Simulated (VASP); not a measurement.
Wanted: the native input for a VASP 6.6.1 run.

* Task: single point
* Functional: PBE
* Potentials or basis: VASP PAW PBE potentials, release 64 (Al)
* Cutoff: 520 eV
* k mesh: 20 × 20 × 20
* Occupations: gaussian, width 0.15 eV
* Spin: no spin polarisation
* Dipole correction: no
* Further INCAR settings: ALGO = Fast; EDIFF = 1e-06; NBANDS = 8

The structure of Al lies in POSCAR:

```
Al
1.0
   -1.6458166693      1.8156552445      1.6175102401
    1.6458166693     -1.8156552445      1.6175102401
    1.4193652357      1.5892038109     -1.6175102401
Al
1
Direct
    0.0000000000      0.0000000000      0.0000000000
```

This cell differs from its parent crystal: engineering shear strain xy -0.1400, strain +e along x and -e along y -0.0525.

The input as run:

INCAR

```
  PREC = Accurate
  ENCUT = 520
  EDIFF = 1E-6
  ISMEAR = 0
  SIGMA = 0.15
  LREAL = F
  LASPH = T
  NELM = 80
  ALGO = Fast
  ISIF = 2
  LWAVE = F
  LCHARG = T
  GGA = PE
  LELF = T
  LVHAR = T
  NBANDS = 8
```

KPOINTS

```
Automatic mesh
0
Gamma
  20 20 20
```

Potentials or basis: VASP PAW PBE potentials, release 64 (Al).

Run with:

```sh
$ cat potpaw_PBE.64/Al/POTCAR > POTCAR
$ mpirun -np 1 vasp_std > vasp.out
```

It gave:

The pressure is 2.0 GPa.

Caveat: the cell differs from its parent crystal (engineering shear strain xy -0.1400, strain +e along x and -e along y -0.0525).

It took 60 s on 1 thread of Intel(R) Xeon(R) 6975P-C (Granite Rapids) (shared host), peak memory 0.34 GiB.
